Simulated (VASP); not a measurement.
# Rb3Sr (I4/mmm) in VASP: single point with PBEsol

Aim: the single point of Rb3Sr with PBEsol.

Everything below comes from runs of VASP 6.6.1. Logs are shortened: lines on timing, memory, paths and dates and some standing lists are left out, and cuts for length are marked.

### 1 The cell of the first run

It takes space group I4/mmm (No. 139, tetragonal). The conventional cell has a = 6.824 Å, b = 6.824 Å, c = 13.865 Å, α = 90.00°, β = 90.00°, γ = 90.00°.

### 2 Single point, PBEsol

File INCAR:

```
  ALGO = Normal
  EDIFF = 1E-6
  ENCUT = 500
  GGA = PS
  GGA_COMPAT = F
  ISIF = 2
  ISMEAR = -1
  LASPH = T
  LCHARG = F
  LREAL = F
  LWAVE = F
  NBANDS = 26
  NELM = 120
  PREC = Accurate
  SIGMA = 0.1
```

File KPOINTS:

```
k-points
0
Gamma
  5 5 5
```

File POSCAR:

```
Rb3Sr
1.0
   -3.4117710000      3.4117710000      6.9324600000
    3.4117710000     -3.4117710000      6.9324600000
    3.4117710000      3.4117710000     -6.9324600000
Rb Sr
3 1
Direct
    0.7500000000      0.2500000000      0.5000000000
    0.2500000000      0.7500000000      0.5000000000
    0.5000000000      0.5000000000      0.0000000000
    0.0000000000      0.0000000000      0.0000000000
```

Potentials or basis: VASP PAW PBE potentials, release 64 (Rb_sv, Sr_sv).

Run with:

```sh
$ cat potpaw_PBE.64/Rb_sv/POTCAR potpaw_PBE.64/Sr_sv/POTCAR > POTCAR
$ mpirun -np 1 vasp_std > vasp.out
```

OUTCAR:

```text
EDIFF = 1E-6
   ENCUT = 500
   GGA = PS
   ISIF = 2
   ISMEAR = -1
   LASPH = T
   LREAL = F
   NELM = 120
   PREC = Accurate

 ion  position               nearest neighbor table
   1  0.750  0.250  0.500-   2 4.82   2 4.82   2 4.82   2 4.82   4 4.86   3 4.86   4 4.86   4 4.86
                             3 4.86   3 4.86   4 4.86   3 4.86
   2  0.250  0.750  0.500-   1 4.82   1 4.82   1 4.82   1 4.82   4 4.86   3 4.86   4 4.86   3 4.86
                             4 4.86   4 4.86   3 4.86   3 4.86
   3  0.500  0.500  0.000-   4 4.82   4 4.82   4 4.82   4 4.82   2 4.86   1 4.86   2 4.86   1 4.86
                             2 4.86   2 4.86   1 4.86   1 4.86
   4  0.000  0.000  0.000-   3 4.82   3 4.82   3 4.82   3 4.82   2 4.86   1 4.86   2 4.86   2 4.86
                             1 4.86   1 4.86   2 4.86   1 4.86

  LATTYP: Found a body centered tetragonal cell.
 ALAT       =     6.8235420000
 C/A-ratio  =     2.0319241825

  Lattice vectors:

 A1 = (  -3.4117710000,   3.4117710000,   6.9324600000)
 A2 = (   3.4117710000,  -3.4117710000,   6.9324600000)
 A3 = (   3.4117710000,   3.4117710000,  -6.9324600000)

Analysis of symmetry for initial positions (statically):
=====================================================================
 Subroutine PRICEL returns:
 Original cell was already a primitive cell.

 Routine SETGRP: Setting up the symmetry group for a
 body centered tetragonal supercell.

 Subroutine GETGRP returns: Found 16 space group operations
 (whereof 16 operations were pure point group operations)
 out of a pool of 16 trial point group operations.

The static configuration has the point symmetry D_4h.

Analysis of symmetry for dynamics (positions and initial velocities):
=====================================================================
 Subroutine PRICEL returns:
 Original cell was already a primitive cell.

 Routine SETGRP: Setting up the symmetry group for a
 body centered tetragonal supercell.

 Subroutine GETGRP returns: Found 16 space group operations
 (whereof 16 operations were pure point group operations)
 out of a pool of 16 trial point group operations.

The dynamic configuration has the point symmetry D_4h.

 Subroutine INISYM returns: Found 16 space group operations
 (whereof 16 operations are pure point group operations),
 and found     1 'primitive' translations

----------------------------------------------------------------------------------------

                                     Primitive cell

  volume of cell :     322.7804

  direct lattice vectors                    reciprocal lattice vectors
    -3.411771000  3.411771000  6.932460000     0.000000000  0.146551454  0.072124470
     3.411771000 -3.411771000  6.932460000     0.146551454  0.000000000  0.072124470
     3.411771000  3.411771000 -6.932460000     0.146551454  0.146551454  0.000000000

  length of vectors
     8.446263337  8.446263337  8.446263337     0.163337894  0.163337894  0.207255054

  position of ions in fractional coordinates (direct lattice)
     0.750000000  0.250000000  0.500000000
     0.250000000  0.750000000  0.500000000
     0.500000000  0.500000000  0.000000000
     0.000000000  0.000000000  0.000000000

  ion indices of the primitive-cell ions
   primitive index   ion index
                 1           1
                 2           2
                 3           3
                 4           4

----------------------------------------------------------------------------------------

 KPOINTS: k-points

Automatic generation of k-mesh.
 Grid dimensions read from file:
 generate k-points for:    5    5    5

 Generating k-lattice:

  Cartesian coordinates                     Fractional coordinates (reciprocal lattice)
     0.000000000  0.029310291  0.014424894     0.200000000  0.000000000 -0.000000000
     0.029310291  0.000000000  0.014424894     0.000000000  0.200000000 -0.000000000
     0.029310291  0.029310291  0.000000000     0.000000000  0.000000000  0.200000000

  Length of vectors
     0.032667579  0.032667579  0.041451011

  Shift w.r.t. Gamma in fractional coordinates (k-lattice)
     0.000000000  0.000000000  0.000000000

 Subroutine IBZKPT returns following result:
 ===========================================

 Found     18 irreducible k-points:

 Following reciprocal coordinates:
            Coordinates               Weight
  0.000000  0.000000  0.000000      1.000000
  0.200000  0.000000 -0.000000      8.000000
  0.400000  0.000000  0.000000      8.000000
  0.200000  0.200000 -0.000000      8.000000
  0.400000  0.200000 -0.000000     16.000000
 -0.400000  0.200000  0.000000     16.000000
[... 10 lines left out ...]
 -0.400000  0.400000  0.400000      4.000000
 -0.400000 -0.400000  0.400000      2.000000
   k-points           NKPTS =     18   k-points in BZ     NKDIM =     18   number of bands    NBANDS=     26
   number of dos      NEDOS =    301   number of ions     NIONS =      4
   total plane-waves  NPLWV = 262144
   dimension x,y,z NGX =    64 NGY =   64 NGZ =   64
   dimension x,y,z NGXF=   128 NGYF=  128 NGZF=  128
   ions per type =               3   1
   NGX,Y,Z   is equivalent  to a cutoff of  12.60, 12.60, 12.60 a.u.
   NGXF,Y,Z  is equivalent  to a cutoff of  25.19, 25.19, 25.19 a.u.
 SYSTEM =  unknown system
   PREC   = accura    normal or accurate (medium, high low for compatibility)
   ISTART =      0    job   : 0-new  1-cont  2-samecut
   ICHARG =      2    charge: 1-file 2-atom 10-const
   ISPIN  =      1    spin polarized calculation?
   LNONCOLLINEAR =      F non collinear calculations
   LSORBIT =      F    spin-orbit coupling
   LASPH  =      T    aspherical Exc in radial PAW
   ENCUT  =  500.0 eV  36.75 Ry    6.06 a.u.  15.40 15.40 15.40*2*pi/ulx,y,z
   NELM   =    120;   NELMIN=  2; NELMDL= -5     # of ELM steps
   EDIFF  = 0.1E-05   stopping-criterion for ELM
   LREAL  =      F    real-space projection
   EDIFFG = 0.1E-04   stopping-criterion for IOM
   NSW    =      0    number of steps for IOM
   IBRION =     -1    ionic relax: 0-MD 1-quasi-New 2-CG
   NFREE  =      0    steps in history (QN), initial steepest desc. (CG)
   ISIF   =      2    stress and relaxation
   ISYM   =      2    0-nonsym 1-usesym 2-fastsym
   POTIM  = 0.5000    time-step for ionic-motion
   TEBEG  =    0.0;   TEEND  =   0.0 temperature during run
   PSTRESS=    0.0 pullay stress
   NELECT =      37.0000    total number of electrons
   NUPDOWN=      -1.0000    fix difference up-down
   EMIN   =  10.00;   EMAX   =-10.00  energy-range for DOS
   EFERMI =   0.00;   METHOD = LEGACY
   ISMEAR =    -1;   SIGMA  =   0.10  broadening in eV -4-tet -1-fermi 0-gaus
   EFERMI_NEDOS =   21; number of points for ismear=-14 and -15
   IALGO  =     38    algorithm
   IMIX   =      4    mixing-type and parameters
     AMIX     =   0.40;   BMIX     =  1.00
     AMIX_MAG =   1.60;   BMIX_MAG =  1.00
  volume/ion in A,a.u.               =      80.70       544.56
  Fermi-wavevector in a.u.,A,eV,Ry     =   0.795255  1.502814  8.604738  0.632430
  Thomas-Fermi vector in A             =   1.901547
   LORBIT       =      0    0 simple, 1 ext, 2 COOP (PROOUT), +10 PAW based schemes
   GGA     = PS    functional components
   LHFCALC =     F    Hartree Fock is set to
   AEXX    =    0.0000 exact exchange contribution
   IVDW    =     0    specifies the selected vdW correction
   LEPSILON=     F    determine dielectric tensor
   LRPA    =     F    only Hartree local field effects (RPA)
 non-spin polarized calculation
  energy-cutoff  :      500.00
  volume of cell :      322.78
 maximum number of plane-waves:      8233
 NGX is ok and might be reduce to    64
   NGX = 31   NGY = 31   NGZ = 31

 number of electron      37.0000000 magnetization

 Free energy of the ion-electron system (eV)
  ---------------------------------------------------
  ext. energy  EPLUGINS =         0.00000000
  ---------------------------------------------------
  free energy    TOTEN  =        -4.43320449 eV

  energy without entropy =       -4.29320737  energy(sigma->0) =       -4.36320593

 E-fermi :   0.2151     XC(G=0):  -5.9612

 val. band max:        0.2059890197   @ k =  -0.4000  -0.4000   0.2000
 cond. band min:       0.2676595312   @ k =  -0.4000   0.4000   0.0000
 fundamental gap:      0.0616705115
 Fermi energy:         0.2151394963

 k-point     1 :       0.0000    0.0000    0.0000
  band No.  band energies     occupation
      1     -37.4660      2.00000
      2     -28.3711      2.00000
      3     -28.3649      2.00000
      4     -28.3630      2.00000
      5     -19.4143      2.00000
      6     -19.4143      2.00000
[... 18 lines left out ...]
     25       1.4653      0.00001
     26       1.6857      0.00000

 k-point     2 :       0.2000    0.0000   -0.0000
  band No.  band energies     occupation
      1     -37.4660      2.00000
      2     -28.3705      2.00000
      3     -28.3651      2.00000
      4     -28.3634      2.00000
      5     -19.4144      2.00000
      6     -19.4143      2.00000
[... 18 lines left out ...]
     25       1.4945      0.00001
     26       1.8766      0.00000

 k-point     3 :       0.4000    0.0000    0.0000
  band No.  band energies     occupation
      1     -37.4660      2.00000
      2     -28.3691      2.00000
      3     -28.3654      2.00000
      4     -28.3645      2.00000
      5     -19.4145      2.00000
      6     -19.4143      2.00000
[... 18 lines left out ...]
     25       1.7230      0.00000
     26       2.0412      0.00000

 k-point     4 :       0.2000    0.2000   -0.0000
  band No.  band energies     occupation
      1     -37.4660      2.00000
      2     -28.3697      2.00000
      3     -28.3655      2.00000
      4     -28.3638      2.00000
      5     -19.4144      2.00000
      6     -19.4144      2.00000
[... 18 lines left out ...]
     25       1.7755      0.00000
     26       2.1100      0.00000

 k-point     5 :       0.4000    0.2000   -0.0000
  band No.  band energies     occupation
      1     -37.4660      2.00000
      2     -28.3686      2.00000
      3     -28.3657      2.00000
      4     -28.3647      2.00000
      5     -19.4145      2.00000
      6     -19.4144      2.00000
[... 18 lines left out ...]
     25       1.9268      0.00000
     26       2.2738      0.00000

 k-point     6 :      -0.4000    0.2000    0.0000
  band No.  band energies     occupation
      1     -37.4660      2.00000
      2     -28.3690      2.00000
      3     -28.3652      2.00000
      4     -28.3647      2.00000
      5     -19.4145      2.00000
      6     -19.4144      2.00000
[... 253 lines left out ...]
 k-point    15 :      -0.2000   -0.4000    0.2000
  band No.  band energies     occupation
      1     -37.4660      2.00000
      2     -28.3695      2.00000
      3     -28.3661      2.00000
      4     -28.3634      2.00000
      5     -19.4144      2.00000
      6     -19.4143      2.00000
[... 18 lines left out ...]
     25       1.6384      0.00000
     26       2.1219      0.00000

 k-point    16 :      -0.2000   -0.2000    0.2000
  band No.  band energies     occupation
      1     -37.4660      2.00000
      2     -28.3705      2.00000
      3     -28.3655      2.00000
      4     -28.3630      2.00000
      5     -19.4143      2.00000
      6     -19.4143      2.00000
[... 18 lines left out ...]
     25       1.4693      0.00001
     26       1.8671      0.00000

 k-point    17 :      -0.4000    0.4000    0.4000
  band No.  band energies     occupation
      1     -37.4660      2.00000
      2     -28.3682      2.00000
      3     -28.3674      2.00000
      4     -28.3634      2.00000
      5     -19.4144      2.00000
      6     -19.4143      2.00000
[... 18 lines left out ...]
     25       1.6964      0.00000
     26       2.3915      0.00000

 k-point    18 :      -0.4000   -0.4000    0.4000
  band No.  band energies     occupation
      1     -37.4660      2.00000
      2     -28.3690      2.00000
      3     -28.3670      2.00000
      4     -28.3630      2.00000
      5     -19.4143      2.00000
      6     -19.4143      2.00000
[... 18 lines left out ...]
     25       1.5599      0.00000
     26       2.2791      0.00000

------------------------ aborting loop because EDIFF is reached ----------------------------------------

  FORCE on cell =-STRESS in cart. coord.  units (eV):
  Direction    XX          YY          ZZ          XY          YZ          ZX
  --------------------------------------------------------------------------------------
  -------------------------------------------------------------------------------------
  Total       -0.5233303     -0.5233303     -0.5310478      0.0000000     -0.0000000      0.0000000
  in kB       -2.5976425     -2.5976425     -2.6359494      0.0000000     -0.0000000      0.0000000
  external PRESSURE =      -2.6104114 kB  Pullay stress =       0.0000000 kB

 VOLUME and BASIS-vectors are now :
 -----------------------------------------------------------------------------
  energy-cutoff  :      500.00
  volume of cell :      322.78
      direct lattice vectors                 reciprocal lattice vectors
    -3.411771000  3.411771000  6.932460000     0.000000000  0.146551454  0.072124470
     3.411771000 -3.411771000  6.932460000     0.146551454  0.000000000  0.072124470
     3.411771000  3.411771000 -6.932460000     0.146551454  0.146551454  0.000000000

 POSITION                                       TOTAL-FORCE (eV/Angst)
 -----------------------------------------------------------------------------------
      0.00000      3.41177      3.46623         0.000000     -0.000000     -0.000000
      3.41177      0.00000      3.46623        -0.000000      0.000000      0.000000
      0.00000      0.00000      6.93246        -0.000000     -0.000000     -0.000000
      0.00000      0.00000      0.00000        -0.000000     -0.000000     -0.000000
 -----------------------------------------------------------------------------------
    total drift:                               -0.000000     -0.000000     -0.000000

  FREE ENERGIE OF THE ION-ELECTRON SYSTEM (eV)
  ---------------------------------------------------
  free  energy   TOTEN  =        -4.4332044901 eV

  energy  without entropy=       -4.2932073740  energy(sigma->0) =       -4.36320593
```

Run time: 3.3 min. Hardware: 1 thread of Intel Xeon Platinum 8375C at 2.90GHz (Ice Lake), shared host; peak memory 0.62 GiB.

Results:

| Property | Result |
| --- | --- |
| Free energy | -4.4332 eV |
| Pressure | -0.3 GPa |
| Band gap on the k mesh | zero (an odd number of electrons rules out a gap without spin polarisation) |

Caveat: the PAW data sets were made with another functional, which shifts forces and pressure a little.
